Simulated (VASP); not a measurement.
Crystal: Ti.

```
CELL_PARAMETERS angstrom
2.95000 0.00000 0.00000
-1.47500 2.55477 0.00000
0.00000 0.00000 4.68000
ATOMIC_POSITIONS crystal
Ti 0.66667 0.33333 0.75000
Ti 0.33333 0.66667 0.25000
```

```yaml
Program: VASP 6.6.1
Task: relaxation of cell and atoms
Functional: PBEsol
Potentials_or_basis: VASP PAW PBE potentials, release 64 (Ti_sv)
Cutoff: 600 eV
k_mesh: 10 × 10 × 6
Occupations: fermi-dirac, width 0.05 eV
Spin: no spin polarisation
```

At the start: pressure -5.9 GPa; volume 17.64 Å³/atom.

Task: Where does the relaxation end?

Result: Over 8 steps the energy falls by 18.4 meV/atom and the volume is 16.68 Å³/atom (-5.4 %); space group P6_3/mmc (No. 194, to 0.1 Å) before and after.

The path:
```
step  energy change (eV)  largest force (eV/Å)  pressure (GPa)  volume (Å³)
   1              0.0000                0.0000           -5.89        35.27
   2             -0.0170                0.0000            4.99        32.06
   3             -0.0367                0.0000           -0.01        33.37
   4             -0.0367                0.0000            0.10        33.33
   5             -0.0368                0.0000            0.12        33.33
   6             -0.0369                0.0000            0.13        33.33
   7             -0.0369                0.0000           -0.09        33.40
   8             -0.0369                0.0000            0.00        33.36
```

Final structure:
```
Ti
1.0
     2.90188    0.00000    0.00000
    -1.45094    2.51310    0.00000
     0.00000    0.00000    4.57461
Ti
2
Direct
  0.66667 0.33333 0.75000
  0.33333 0.66667 0.25000
```

Caveat: the PAW data sets were made with another functional, which shifts forces and pressure a little.
